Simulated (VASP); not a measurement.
Set up this calculation in VASP 6.6.1, as the native input.

* Task: relaxation of cell and atoms
* Functional: PBE
* Potentials or basis: VASP PAW PBE potentials, release 64 (Al, Ga_d, N)
* Cutoff: 600 eV
* k mesh: 6 × 6 × 4
* Occupations: gaussian, width 0.1 eV
* Spin: no spin polarisation
* Dipole correction: no
* Further INCAR settings: ALGO = Normal; EDIFF = 1e-06; IBRION = 2; EDIFFG = -0.04; NSW = 90; ISIF = 3

The structure of AlGa2N2 lies in POSCAR:

```
AlGa2N2
1.0
    3.4076416400      0.0000000000      0.0000000000
    0.0000000000      3.4076416400      0.0000000000
    0.0000000000      0.0000000000      6.7809704700
Al Ga N
1 2 2
Direct
    0.5000000000      0.5000000000      0.0000000000
    0.5000000000      0.5000000000      0.7083414700
    0.5000000000      0.5000000000      0.2916585300
    0.0000000000      0.5000000000      0.5000000000
    0.5000000000      0.0000000000      0.5000000000
```

The cell was generated, and may not be a known phase.

These files were run (other wordings do the same):

INCAR

```
PREC     = Accurate       # precision mode
ENCUT    = 600            # plane-wave cutoff, eV
EDIFF    = 1E-6           # SCF threshold, eV
ISMEAR   = 0              # smearing method
SIGMA    = 0.1            # smearing width, eV
LREAL    = F              # projectors in reciprocal space
LASPH    = T              # aspherical terms in the spheres
NELM     = 60             # most SCF steps
ALGO     = Normal         # electronic algorithm
ISIF     = 3              # what is computed and relaxed
LWAVE    = F              # write WAVECAR
LCHARG   = F              # write CHGCAR
GGA      = PE             # functional
IBRION   = 2              # ionic algorithm
NSW      = 90             # ionic steps
EDIFFG   = -0.04          # ionic threshold
```

KPOINTS

```
regular mesh
0
Gamma
  6 6 4
```

Potentials or basis: VASP PAW PBE potentials, release 64 (Al, Ga_d, N).

Command:

```console
$ cat potpaw_PBE.64/Al/POTCAR potpaw_PBE.64/Ga_d/POTCAR potpaw_PBE.64/N/POTCAR > POTCAR
$ mpirun -np 1 vasp_std > vasp.out
```

Results of the run:

```json
{
 "Relaxed volume": "16.60 Å³/atom",
 "Relaxed cell": "a = 3.319 Å, b = 3.319 Å, c = 7.533 Å, α = 90.00°, β = 90.00°, γ = 90.00°",
 "Space group after relaxing (to 0.1 Å)": "P4/mmm (No. 123)",
 "Energy gained by relaxing": "612.7 meV/atom",
 "Ionic steps": "10",
 "Pressure after relaxing": "0.0 GPa",
 "Largest force after relaxing": "0.032 eV/Å",
 "Band gap on the k mesh": "zero (an odd number of electrons rules out a gap without spin polarisation)"
}
```

It took 13 min on 1 thread of AMD EPYC 7R13, on a shared host, peak memory 0.21 GiB.
